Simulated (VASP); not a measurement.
Set up this calculation in VASP 6.6.1, as the native input.

```
Task                   : relaxation of cell and atoms
Functional             : PBE
Potentials or basis    : VASP PAW PBE potentials, release 64 (Al)
Cutoff                 : 600 eV
k mesh                 : 10 × 10 × 13
Occupations            : fermi-dirac, width 0.05 eV
Spin                   : no spin polarisation
Target pressure        : 110 GPa
Dipole correction      : no
Further INCAR settings : ALGO = Normal; EDIFF = 1e-06; IBRION = 2; EDIFFG = -0.005; NSW = 32; ISIF = 3
```

The structure of Al lies in POSCAR:

```
Al
1.0
    3.8750470548      0.0000000000      0.0000000000
   -1.9375235274      3.3558891904      0.0000000000
    0.0000000000      0.0000000000      2.3316530029
Al
3
Direct
    0.0000000000      0.0000000000      0.0000000000
    0.3333333333      0.6666666667      0.5000000000
    0.6666666667      0.3333333333      0.5000000000
```

These files were run (other wordings do the same):

INCAR

```
ALGO = Normal ; EDIFF = 1E-6
EDIFFG = -0.005 ; ENCUT = 600
GGA = PE ; IBRION = 2
ISIF = 3 ; ISMEAR = -1
LASPH = T ; LCHARG = F
LREAL = F ; LWAVE = F
NELM = 100 ; NSW = 32
PREC = Accurate ; PSTRESS = 1100.0
SIGMA = 0.05
```

KPOINTS

```
k-points
0
Gamma
  10 10 13
```

Potentials or basis: VASP PAW PBE potentials, release 64 (Al).

Command:

```sh
$ cat potpaw_PBE.64/Al/POTCAR > POTCAR
$ mpirun -np 1 vasp_std > vasp.out
```

It gave:

| Item | Value |
| --- | --- |
| Relaxed volume | 10.11 Å³/atom |
| Relaxed cell | a = 3.876 Å, b = 3.876 Å, c = 2.332 Å, α = 90.00°, β = 90.00°, γ = 120.00° |
| Space group after relaxing (to 0.05 Å) | P6/mmm (No. 191) |
| Energy change on relaxing (the enthalpy is what falls) | -4.1 meV/atom |
| Ionic steps | 3 |
| Pressure after relaxing | 110.0 GPa |

Caveat: the cell is relaxed towards a set pressure, so the enthalpy falls and the energy may rise.

Wall time 16 s on 1 thread of Intel(R) Xeon(R) 6975P-C (Granite Rapids), with other jobs on the host, peak memory 0.15 GiB.
